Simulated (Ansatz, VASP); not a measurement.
# CsSnI3: VASP beside Ansatz

The input INCAR:

```
SYSTEM = CsSnI3
PREC = Accurate
ENCUT = 520
EDIFF = 1E-7
ISMEAR = 0
SIGMA = 0.03
LREAL = .FALSE.
LASPH = .TRUE.
NELM = 60
ALGO = Normal
ISIF = 2
LWAVE = .FALSE.
LCHARG = .FALSE.
GGA = PE
NBANDS = 30
```

Contents of KPOINTS:

```
regular mesh
0
G
  6 6 6
  0 0 0
```

Contents of POSCAR:

```
CsSnI3
1.0
    6.2057000000      0.0000000000      0.0000000000
    0.0000000000      6.2057000000      0.0000000000
    0.0000000000      0.0000000000      6.3918710000
Cs Sn I
1 1 3
Direct
    0.0000000000      0.0000000000      0.0000000000
    0.5000000000      0.5000000000      0.5000000000
    0.0000000000      0.5000000000      0.5000000000
    0.5000000000      0.0000000000      0.5000000000
    0.5000000000      0.5000000000      0.0000000000
```

Input for Ansatz:

```yaml
crystal:
  lattice:
    - [6.2057, 0.0, 0.0]
    - [0.0, 6.2057, 0.0]
    - [0.0, 0.0, 6.391871]
  atoms:
    - { symbol: Cs, position: [0.0, 0.0, 0.0] }
    - { symbol: Sn, position: [0.5, 0.5, 0.5] }
    - { symbol: I, position: [0.0, 0.5, 0.5] }
    - { symbol: I, position: [0.5, 0.0, 0.5] }
    - { symbol: I, position: [0.5, 0.5, 0.0] }
basis:
  ecutwfc: 420
kpoints:
  mp_grid: { grid: [6, 6, 6] }
hamiltonian:
  xc: pbe
scf:
  occupations: { method: gaussian, width: 0.03 }
output:
  forces: true
  stress: true
  eigenvalues: true
```

Change from the starting cell: strain +0.000 along x and y, +0.030 along z, atoms carried along.

Alike in both runs: task single point; functional PBE; k mesh 6 × 6 × 6; occupations gaussian, width 0.03 eV; no spin polarisation.

```csv
,VASP,Ansatz
version,VASP 6.6.1,Ansatz 0.2.0
potentials or method,"VASP PAW PBE potentials, release 64 (Cs_sv, Sn_d, I), cutoff 520 eV","scalar-relativistic, plane waves, PAW"
valence electrons in the cell,44,74
```

```tsv
	VASP	Ansatz	Ansatz less VASP
gap on the k mesh at the Fermi level (eV)	0.31	0.31	+0.006
least direct gap on the mesh (eV)	0.31	0.31	+0.006
pressure (GPa)	0.2	0.2	+0.01
traceless stress, the component that is largest in VASP (GPa)	-0.61	-0.61	0.000
```

With one functional, cell and mesh, what is left measures potentials, basis and numerics. VASP's potentials hold 44 valence electrons a cell and Ansatz's 74, so a difference there can come from the potentials and not from the codes.

Neither program's run includes spin-orbit coupling.
